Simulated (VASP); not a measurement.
# TiHg (P4/mmm) in VASP: notebook

TiHg is run at these levels: LDA; tasks: relaxation of cell and atoms, single point, relaxation of shape and atoms at fixed volume.

All numbers are computed with VASP 6.6.1; they aren't measurements. Logs are shortened: lines on timing, memory, paths and dates and some standing lists are left out, and cuts for length are marked.

## (1) The cell of the first run

Symmetry: P4/mmm, No. 123, tetragonal system. The conventional cell has a = 2.800 Å, b = 2.800 Å, c = 3.864 Å, α = 90.00°, β = 90.00°, γ = 90.00°. Ti (site symmetry 4/mmm) has 8 Hg at 2.77 Å and 4 Ti at 2.80 Å within 3.6 Å. Within 3.6 Å of Hg (site symmetry 4/mmm) lie 8 Ti at 2.77 Å and 4 Hg at 2.80 Å.

## (2) Relaxation of cell and atoms, LDA, target pressure 25 GPa, at which the enthalpy is minimised

File INCAR:

```
SYSTEM = TiHg
ALGO = Normal ; EDIFF = 1E-7
EDIFFG = -0.001 ; ENCUT = 500
GGA_COMPAT = .False. ; IBRION = 2
ISIF = 3 ; ISMEAR = -1
LASPH = .True. ; LCHARG = .False.
LREAL = .False. ; LWAVE = .False.
NELM = 120 ; NELMIN = 4
NSW = 80 ; PREC = Accurate
PSTRESS = 250.0 ; SIGMA = 0.15
```

File KPOINTS:

```
k-points
0
Gamma
  16 16 12
  0 0 0
```

File POSCAR:

```
TiHg
1.0
    2.8002457138      0.0000000000      0.0000000000
    0.0000000000      2.8002457138      0.0000000000
    0.0000000000      0.0000000000      3.8638836746
Ti Hg
1 1
Direct
    0.5000000000      0.5000000000      0.5000000000
    0.0000000000      0.0000000000      0.0000000000
```

Potentials or basis: VASP PAW LDA potentials, release 64 (Ti_sv, Hg).

Started as:

```bash
cat potpaw_LDA.64/Ti_sv/POTCAR potpaw_LDA.64/Hg/POTCAR > POTCAR
mpirun -np 1 vasp_std > vasp.out
```

OUTCAR:

```text
SYSTEM = TiHg
   EDIFF = 1E-7
   EDIFFG = -0.001
   ENCUT = 500
   IBRION = 2
   ISIF = 3
   ISMEAR = -1
   LASPH = .True.
   LREAL = .False.
   NELM = 120
   NELMIN = 4
   NSW = 80
   PREC = Accurate
   PSTRESS = 250.0

 ion  position               nearest neighbor table
   1  0.500  0.500  0.500-   2 2.77   2 2.77   2 2.77   2 2.77   2 2.77   2 2.77   2 2.77   2 2.77

   2  0.000  0.000  0.000-   1 2.77   1 2.77   1 2.77   1 2.77   1 2.77   1 2.77   1 2.77   1 2.77

  LATTYP: Found a simple tetragonal cell.
 ALAT       =     2.8002457138
 C/A-ratio  =     1.3798373677

  Lattice vectors:

 A1 = (   2.8002457138,   0.0000000000,   0.0000000000)
 A2 = (   0.0000000000,   2.8002457138,   0.0000000000)
 A3 = (   0.0000000000,   0.0000000000,   3.8638836746)

Analysis of symmetry for initial positions (statically):
=====================================================================
 Subroutine PRICEL returns:
 Original cell was already a primitive cell.

 Routine SETGRP: Setting up the symmetry group for a
 simple tetragonal supercell.

 Subroutine GETGRP returns: Found 16 space group operations
 (whereof 16 operations were pure point group operations)
 out of a pool of 16 trial point group operations.

The static configuration has the point symmetry D_4h.

Analysis of symmetry for dynamics (positions and initial velocities):
=====================================================================
 Subroutine PRICEL returns:
 Original cell was already a primitive cell.

 Routine SETGRP: Setting up the symmetry group for a
 simple tetragonal supercell.

 Subroutine GETGRP returns: Found 16 space group operations
 (whereof 16 operations were pure point group operations)
 out of a pool of 16 trial point group operations.

The dynamic configuration has the point symmetry D_4h.

 Subroutine INISYM returns: Found 16 space group operations
 (whereof 16 operations are pure point group operations),
 and found     1 'primitive' translations

----------------------------------------------------------------------------------------

                                     Primitive cell

  volume of cell :      30.2982

  direct lattice vectors                    reciprocal lattice vectors
     2.800245714  0.000000000  0.000000000     0.357111519  0.000000000  0.000000000
     0.000000000  2.800245714  0.000000000     0.000000000  0.357111519  0.000000000
     0.000000000  0.000000000  3.863883675     0.000000000  0.000000000  0.258806963

  length of vectors
     2.800245714  2.800245714  3.863883675     0.357111519  0.357111519  0.258806963

  position of ions in fractional coordinates (direct lattice)
     0.500000000  0.500000000  0.500000000
     0.000000000  0.000000000  0.000000000

  ion indices of the primitive-cell ions
   primitive index   ion index
                 1           1
                 2           2

----------------------------------------------------------------------------------------

 KPOINTS: k-points

Automatic generation of k-mesh.
 Grid dimensions read from file:
 generate k-points for:   16   16   12

 Generating k-lattice:

  Cartesian coordinates                     Fractional coordinates (reciprocal lattice)
     0.022319470  0.000000000  0.000000000     0.062500000  0.000000000  0.000000000
     0.000000000  0.022319470  0.000000000     0.000000000  0.062500000  0.000000000
     0.000000000  0.000000000  0.021567247     0.000000000  0.000000000  0.083333333

  Length of vectors
     0.022319470  0.022319470  0.021567247

  Shift w.r.t. Gamma in fractional coordinates (k-lattice)
     0.000000000  0.000000000  0.000000000

 Subroutine IBZKPT returns following result:
 ===========================================

 Found    315 irreducible k-points:

 Following reciprocal coordinates:
            Coordinates               Weight
  0.000000  0.000000  0.000000      1.000000
  0.062500  0.000000  0.000000      4.000000
  0.125000  0.000000  0.000000      4.000000
  0.187500  0.000000  0.000000      4.000000
  0.250000  0.000000  0.000000      4.000000
  0.312500  0.000000  0.000000      4.000000
[... 16 lines left out ...]
  0.437500  0.125000  0.000000      8.000000
  0.500000  0.125000  0.000000      4.000000
 [... further k-points ...]
   k-points           NKPTS =    315   k-points in BZ     NKDIM =    315   number of bands    NBANDS=     16
   number of dos      NEDOS =    301   number of ions     NIONS =      2
   total plane-waves  NPLWV =  11200
   dimension x,y,z NGX =    20 NGY =   20 NGZ =   28
   dimension x,y,z NGXF=    40 NGYF=   40 NGZF=   56
   ions per type =               1   1
   NGX,Y,Z   is equivalent  to a cutoff of  11.87, 11.87, 12.05 a.u.
   NGXF,Y,Z  is equivalent  to a cutoff of  23.75, 23.75, 24.09 a.u.
 SYSTEM =  TiHg
   PREC   = accura    normal or accurate (medium, high low for compatibility)
   ISTART =      0    job   : 0-new  1-cont  2-samecut
   ICHARG =      2    charge: 1-file 2-atom 10-const
   ISPIN  =      1    spin polarized calculation?
   LNONCOLLINEAR =      F non collinear calculations
   LSORBIT =      F    spin-orbit coupling
   LASPH  =      T    aspherical Exc in radial PAW
   ENCUT  =  500.0 eV  36.75 Ry    6.06 a.u.   5.11  5.11  7.04*2*pi/ulx,y,z
   NELM   =    120;   NELMIN=  4; NELMDL= -5     # of ELM steps
   EDIFF  = 0.1E-06   stopping-criterion for ELM
   LREAL  =      F    real-space projection
   EDIFFG = -.1E-02   stopping-criterion for IOM
   NSW    =     80    number of steps for IOM
   IBRION =      2    ionic relax: 0-MD 1-quasi-New 2-CG
   NFREE  =      1    steps in history (QN), initial steepest desc. (CG)
   ISIF   =      3    stress and relaxation
   ISYM   =      2    0-nonsym 1-usesym 2-fastsym
   POTIM  = 0.5000    time-step for ionic-motion
   TEBEG  =    0.0;   TEEND  =   0.0 temperature during run
   PSTRESS=  250.0 pullay stress
   NELECT =      24.0000    total number of electrons
   NUPDOWN=      -1.0000    fix difference up-down
   EMIN   =  10.00;   EMAX   =-10.00  energy-range for DOS
   EFERMI =   0.00;   METHOD = LEGACY
   ISMEAR =    -1;   SIGMA  =   0.15  broadening in eV -4-tet -1-fermi 0-gaus
   EFERMI_NEDOS =   21; number of points for ismear=-14 and -15
   IALGO  =     38    algorithm
   IMIX   =      4    mixing-type and parameters
     AMIX     =   0.40;   BMIX     =  1.00
     AMIX_MAG =   1.60;   BMIX_MAG =  1.00
  volume/ion in A,a.u.               =      15.15       102.23
  Fermi-wavevector in a.u.,A,eV,Ry     =   1.514746  2.862455 31.217960  2.294455
  Thomas-Fermi vector in A             =   2.624362
   LORBIT       =      0    0 simple, 1 ext, 2 COOP (PROOUT), +10 PAW based schemes
   GGA     = CA    functional components
   LHFCALC =     F    Hartree Fock is set to
   AEXX    =    0.0000 exact exchange contribution
   IVDW    =     0    specifies the selected vdW correction
   LEPSILON=     F    determine dielectric tensor
   LRPA    =     F    only Hartree local field effects (RPA)
 conjugate gradient relaxation of ions
 non-spin polarized calculation
  energy-cutoff  :      500.00
  volume of cell :       30.30
 maximum number of plane-waves:       788
   NGX = 11   NGY = 11   NGZ = 15

--------------------------------------- Ionic step        1  -------------------------------------------

 number of electron      23.9999996 magnetization

 Free energy of the ion-electron system (eV)
  ---------------------------------------------------
  ext. energy  EPLUGINS =         0.00000000
  ---------------------------------------------------
  free energy    TOTEN  =        -9.58645850 eV

  energy without entropy =       -9.43962204  energy(sigma->0) =       -9.51304027

------------------------ aborting loop because EDIFF is reached ----------------------------------------

  FORCE on cell =-STRESS in cart. coord.  units (eV):
  Direction    XX          YY          ZZ          XY          YZ          ZX
  --------------------------------------------------------------------------------------
  -------------------------------------------------------------------------------------
  Total        5.0892989      5.0892989      5.0979614      0.0000000      0.0000000      0.0000000
  in kB      269.1238681    269.1238681    269.5819416      0.0000000      0.0000000      0.0000000
  external PRESSURE =      19.2765592 kB  Pullay stress =     250.0000000 kB

 VOLUME and BASIS-vectors are now :
 -----------------------------------------------------------------------------
  energy-cutoff  :      500.00
  volume of cell :       30.30
      direct lattice vectors                 reciprocal lattice vectors
     2.800245714  0.000000000  0.000000000     0.357111519  0.000000000  0.000000000
     0.000000000  2.800245714  0.000000000     0.000000000  0.357111519  0.000000000
     0.000000000  0.000000000  3.863883675     0.000000000  0.000000000  0.258806963
[... 236 lines left out ...]
  FREE ENERGIE OF THE ION-ELECTRON SYSTEM (eV)
  ---------------------------------------------------
  free  energy   TOTEN  =        -9.6244895654 eV

  energy  without entropy=       -9.4763538686  energy(sigma->0) =       -9.55042172

  enthalpy is  TOTEN    =        -4.8602224856 eV   P V=        4.7642670798

--------------------------------------- Ionic step        8  -------------------------------------------

 number of electron      23.9999994 magnetization

 Free energy of the ion-electron system (eV)
  ---------------------------------------------------
  ext. energy  EPLUGINS =         0.00000000
  ---------------------------------------------------
  free energy    TOTEN  =        -9.62486716 eV

  energy without entropy =       -9.47671770  energy(sigma->0) =       -9.55079243

 E-fermi :   8.2872     XC(G=0): -13.0474

 val. band max:        8.2842155550   @ k =   0.3750   0.0625   0.5000
 cond. band min:       8.2897865849   @ k =   0.3125   0.2500   0.3333
 fundamental gap:      0.0055710299
 Fermi energy:         8.2871884041

 k-point     1 :       0.0000    0.0000    0.0000
  band No.  band energies     occupation
      1     -47.7423      2.00000
      2     -24.5748      2.00000
      3     -24.0745      2.00000
      4     -24.0745      2.00000
      5      -2.5855      2.00000
      6      -1.5935      2.00000
[... 8 lines left out ...]
     15      10.7970      0.00000
     16      11.4411      0.00000
[... 419 lines left out ...]
 k-point    24 :       0.5000    0.1250    0.0000
  band No.  band energies     occupation
      1     -47.6647      2.00000
      2     -24.6052      2.00000
      3     -24.5115      2.00000
      4     -24.1038      2.00000
      5      -0.7885      2.00000
      6      -0.5457      2.00000
[... 8 lines left out ...]
     15      10.3541      0.00000
     16      12.8419      0.00000

 [... further k-points ...]
[... 5 lines left out ...]
  --------------------------------------------------------------------------------------
  -------------------------------------------------------------------------------------
  Total        4.7636379      4.7636379      4.7651642      0.0000000      0.0000000      0.0000000
  in kB      249.9471774    249.9471774    250.0272598      0.0000000      0.0000000      0.0000000
  external PRESSURE =      -0.0261285 kB  Pullay stress =     250.0000000 kB

 VOLUME and BASIS-vectors are now :
 -----------------------------------------------------------------------------
  energy-cutoff  :      500.00
  volume of cell :       30.54
      direct lattice vectors                 reciprocal lattice vectors
     2.807799708  0.000000000  0.000000000     0.356150760  0.000000000  0.000000000
     0.000000000  2.807799708  0.000000000     0.000000000  0.356150760  0.000000000
     0.000000000 -0.000000000  3.873190345     0.000000000 -0.000000000  0.258185091

 POSITION                                       TOTAL-FORCE (eV/Angst)
 -----------------------------------------------------------------------------------
      1.40390      1.40390      1.93660         0.000000     -0.000000      0.000000
      0.00000      0.00000      0.00000         0.000000      0.000000      0.000000
 -----------------------------------------------------------------------------------
    total drift:                                0.000000      0.000000      0.000000

  FREE ENERGIE OF THE ION-ELECTRON SYSTEM (eV)
  ---------------------------------------------------
  free  energy   TOTEN  =        -9.6248671557 eV

  energy  without entropy=       -9.4767177041  energy(sigma->0) =       -9.55079243

  enthalpy is  TOTEN    =        -4.8602225080 eV   P V=        4.7646446477

 reached required accuracy - stopping structural energy minimisation
```

It took 3 min on 1 thread of Intel Xeon 6975P-C (Granite Rapids), shared host; peak memory 0.26 GiB.

What came out:

```yaml
Free_energy: -9.6249 eV
Relaxed_volume: 15.27 Å³/atom
Relaxed_cell: a = 2.808 Å, b = 2.808 Å, c = 3.873 Å, α = 90.00°, β = 90.00°, γ = 90.00°
Space_group_after_relaxing_to_0.1_Å: P4/mmm (No. 123)
Energy_change_on_relaxing_the_run_minimises_the_enthalpy: -19.2 meV/atom
Ionic_steps: 8
Pressure_after_relaxing: 25.0 GPa
Band_gap_on_the_k_mesh: zero (bands 12 and 13 overlap by 1.56 eV)
```

Step by step:
| step | energy change (eV) | largest force (eV/Å) | pressure (GPa) | volume (Å³) |
| --- | --- | --- | --- | --- |
| 1 | 0.0000 | 0.0000 | 26.93 | 30.30 |
| 2 | -0.1193 | 0.0000 | 20.64 | 31.10 |
| 3 | -0.0383 | 0.0000 | 24.98 | 30.53 |
| 4 | -0.0376 | 0.0000 | 25.02 | 30.53 |
| 5 | -0.0376 | 0.0000 | 25.03 | 30.53 |
| 6 | -0.0377 | 0.0000 | 25.03 | 30.53 |
| 7 | -0.0380 | 0.0000 | 25.01 | 30.53 |
| 8 | -0.0384 | 0.0000 | 25.00 | 30.54 |

Final structure:
```
Ti Hg
1.0
     2.80780    0.00000    0.00000
     0.00000    2.80780    0.00000
     0.00000    0.00000    3.87319
Ti Hg
1 1
Direct
  0.50000 0.50000 0.50000
  0.00000 0.00000 0.00000
```

Caveat: the cell is relaxed towards a set pressure, so the run minimises the enthalpy, not the energy; spin-orbit coupling is left out, which moves the levels of the heavy elements.

## (3) Single point, LDA (16.98 Å³/atom)

This run uses another cell than the first one, of 16.98 Å³/atom.

File INCAR:

```
SYSTEM = TiHg
PREC = Accurate
ENCUT = 520
EDIFF = 1E-7
ISMEAR = -1
SIGMA = 0.15
LREAL = .False.
LASPH = .True.
NELM = 80
ALGO = Fast
ISIF = 2
LWAVE = .False.
LCHARG = .False.
GGA = CA
NBANDS = 19
```

File KPOINTS:

```
Automatic mesh
0
Gamma
  14 14 10
  0 0 0
```

File POSCAR:

```
TiHg
1.0
    2.9205961480      0.0000000000      0.0000000000
    0.0000000000      2.9205961480      0.0000000000
    0.0000000000      0.0000000000      3.9821840410
Ti Hg
1 1
Direct
    0.5000000000      0.5000000000      0.5000000000
    0.0000000000      0.0000000000      0.0000000000
```

Potentials or basis: VASP PAW LDA potentials, release 64 (Ti_sv, Hg).

Started as:

```bash
cat potpaw_LDA.64/Ti_sv/POTCAR potpaw_LDA.64/Hg/POTCAR > POTCAR
mpirun -np 1 vasp_std > vasp.out
```

OUTCAR:

```text
SYSTEM = TiHg
   PREC = Accurate
   ENCUT = 520
   EDIFF = 1E-7
   ISMEAR = -1
   LREAL = .False.
   LASPH = .True.
   NELM = 80
   ISIF = 2
   GGA = CA

 ion  position               nearest neighbor table
   1  0.500  0.500  0.500-   2 2.87   2 2.87   2 2.87   2 2.87   2 2.87   2 2.87   2 2.87   2 2.87

   2  0.000  0.000  0.000-   1 2.87   1 2.87   1 2.87   1 2.87   1 2.87   1 2.87   1 2.87   1 2.87

  LATTYP: Found a simple tetragonal cell.
 ALAT       =     2.9205961480
 C/A-ratio  =     1.3634832888

  Lattice vectors:

 A1 = (   2.9205961480,   0.0000000000,   0.0000000000)
 A2 = (   0.0000000000,   2.9205961480,   0.0000000000)
 A3 = (   0.0000000000,   0.0000000000,   3.9821840410)

Analysis of symmetry for initial positions (statically):
=====================================================================
 Subroutine PRICEL returns:
 Original cell was already a primitive cell.

 Routine SETGRP: Setting up the symmetry group for a
 simple tetragonal supercell.

 Subroutine GETGRP returns: Found 16 space group operations
[... 161 lines left out ...]
  ---------------------------------------------------
  free energy    TOTEN  =        -9.91760870 eV

  energy without entropy =       -9.75171917  energy(sigma->0) =       -9.83466394

 E-fermi :   7.0378     XC(G=0): -12.4662

 val. band max:        7.0348618305   @ k =   0.3571   0.1429   0.1000
 cond. band min:       7.0432862850   @ k =   0.2143   0.1429   0.5000
 fundamental gap:      0.0084244545
 Fermi energy:         7.0377656516

 k-point     1 :       0.0000    0.0000    0.0000
  band No.  band energies     occupation
      1     -49.1961      2.00000
      2     -25.9842      2.00000
      3     -25.5979      2.00000
      4     -25.5979      2.00000
      5      -2.9408      2.00000
      6      -2.0407      2.00000
[... 505 lines left out ...]
      6      -1.0696      2.00000
[... 11 lines left out ...]
     18      14.6754      0.00000
     19      16.6506      0.00000

 [... further k-points ...]

------------------------ aborting loop because EDIFF is reached ----------------------------------------

  FORCE on cell =-STRESS in cart. coord.  units (eV):
  Direction    XX          YY          ZZ          XY          YZ          ZX
  --------------------------------------------------------------------------------------
  -------------------------------------------------------------------------------------
  Total        0.8654710      0.8654710      0.8507321      0.0000000      0.0000000      0.0000000
  in kB       40.8224203     40.8224203     40.1272207      0.0000000      0.0000000      0.0000000
  external PRESSURE =      40.5906871 kB  Pullay stress =       0.0000000 kB

 VOLUME and BASIS-vectors are now :
 -----------------------------------------------------------------------------
  energy-cutoff  :      520.00
  volume of cell :       33.97
      direct lattice vectors                 reciprocal lattice vectors
     2.920596148  0.000000000  0.000000000     0.342395850  0.000000000  0.000000000
     0.000000000  2.920596148  0.000000000     0.000000000  0.342395850  0.000000000
     0.000000000  0.000000000  3.982184041     0.000000000  0.000000000  0.251118479

 POSITION                                       TOTAL-FORCE (eV/Angst)
 -----------------------------------------------------------------------------------
      1.46030      1.46030      1.99109         0.000000      0.000000      0.000000
      0.00000      0.00000      0.00000         0.000000      0.000000      0.000000
 -----------------------------------------------------------------------------------
    total drift:                                0.000000      0.000000     -0.000000

  FREE ENERGIE OF THE ION-ELECTRON SYSTEM (eV)
  ---------------------------------------------------
  free  energy   TOTEN  =        -9.9176087002 eV

  energy  without entropy=       -9.7517191706  energy(sigma->0) =       -9.83466394
```

It took 7.4 min on 1 thread of Oxide Virtual Turin-like, shared host; peak memory 0.22 GiB.

Results:

| Item | Value |
| --- | --- |
| Free energy | -9.9176 eV |
| Pressure | 4.1 GPa |
| Band gap on the k mesh | zero (bands 12 and 13 overlap by 1.29 eV) |

Caveat: the cell stands under pressure; spin-orbit coupling is left out, which moves the levels of the heavy elements.

(Part 1 of 2 ends here.)
